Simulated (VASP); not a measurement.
## Sc: relaxation of volume and atoms at fixed shape with PBEsol

Crystal: Sc.

```xyz
1
Lattice="0.0000 2.3200 2.3200 2.3200 0.0000 2.3200 2.3200 2.3200 0.0000" Properties=species:S:1:pos:R:3 pbc="T T T"
Sc    0.0000    0.0000    0.0000
```

This isn't the form of Sc at room conditions, which is hcp.

```json
{
 "Program": "VASP 6.6.1",
 "Task": "relaxation of volume and atoms at fixed shape",
 "Functional": "PBEsol",
 "Potentials or basis": "VASP PAW PBE potentials, release 64 (Sc_sv)",
 "Cutoff": "500 eV",
 "k mesh": "8 × 8 × 8",
 "Occupations": "fermi-dirac, width 0.1 eV",
 "Spin": "no spin polarisation",
 "Dipole correction": "no",
 "Further INCAR settings": "ALGO = Normal; EDIFF = 1e-07; IBRION = 2; EDIFFG = -0.02; NSW = 80; ISIF = 8"
}
```

```yaml
Relaxed_volume: 23.69 Å³/atom
Relaxed_cell: a = 3.224 Å, b = 3.224 Å, c = 3.224 Å, α = 60.00°, β = 60.00°, γ = 60.00°
Space_group_after_relaxing_to_0.1_Å: Fm-3m (No. 225)
Energy_gained_by_relaxing: 10.8 meV/atom
Ionic_steps: 3
Pressure_after_relaxing: 0.0 GPa
Band_gap_on_the_k_mesh: zero (an odd number of electrons rules out a gap without spin polarisation)
```

Step by step:
```
step  energy change (eV)  largest force (eV/Å)  pressure (GPa)  volume (Å³)
   1              0.0000                0.0000           -2.59        24.97
   2             -0.0106                0.0000            0.33        23.54
   3             -0.0108                0.0000            0.00        23.69
```

Final structure:
```
CELL_PARAMETERS angstrom
0.00000 2.27944 2.27944
2.27944 0.00000 2.27944
2.27944 2.27944 0.00000
ATOMIC_POSITIONS crystal
Sc 0.00000 0.00000 0.00000
```

Levels at points of the mesh, in eV from the Fermi level:
```
           k point  band 1  band 2  band 3  band 4  band 5  band 6  band 7  band 8  band 9
(0.00, 0.00, 0.00)  -49.12  -27.60  -27.60  -27.60   -5.28    1.63    1.63    1.63    3.09
(0.50, 0.00, 0.00)  -49.05  -28.06  -27.66  -27.66   -1.83    0.31    1.51    1.51    4.04
(0.50, 0.50, 0.00)  -49.02  -28.03  -27.76  -27.76   -1.62   -0.69    2.05    4.03    4.29
```

Wall time 7.2 s on 1 thread of Intel(R) Xeon(R) 6975P-C (Granite Rapids), on a shared host, peak memory 0.14 GiB.

Caveat: the PAW data sets were made with another functional, which shifts forces and pressure a little.
